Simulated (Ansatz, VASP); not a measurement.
## PbS: VASP beside Ansatz

```xyz
2
Lattice="0.0000 2.8761 3.0539 2.8761 0.0000 3.0539 2.8761 2.8761 0.0000" Properties=species:S:1:pos:R:3 pbc="T T T"
Pb    0.0000    0.0000    0.0000
S     2.8761    2.8761    3.0539
```

Change from the starting cell: strain -0.030 along x and y, +0.030 along z, atoms carried along.

Alike in both runs: task single point; functional PBE; k mesh 10 × 10 × 10; occupations gaussian, width 0.03 eV; no spin polarisation.

|  | VASP | Ansatz |
| --- | --- | --- |
| version | VASP 6.6.1 | Ansatz 0.2.0 |
| potentials or method | VASP PAW PBE potentials, release 64 (Pb_d, S), cutoff 520 eV | scalar-relativistic, plane waves, PAW |
| valence electrons in the cell | 20 | 20 |

|  | VASP | Ansatz | Ansatz less VASP |
| --- | --- | --- | --- |
| gap on the k mesh at the Fermi level (eV) | 0.14 | 0.14 | -0.007 |
| least direct gap on the mesh (eV) | 0.14 | 0.14 | -0.007 |
| pressure (GPa) | 4.9 | 5.0 | +0.09 |
| traceless stress, the component that is largest in VASP (GPa) | -5.47 | -5.47 | +0.002 |

Spin-orbit coupling is off throughout.
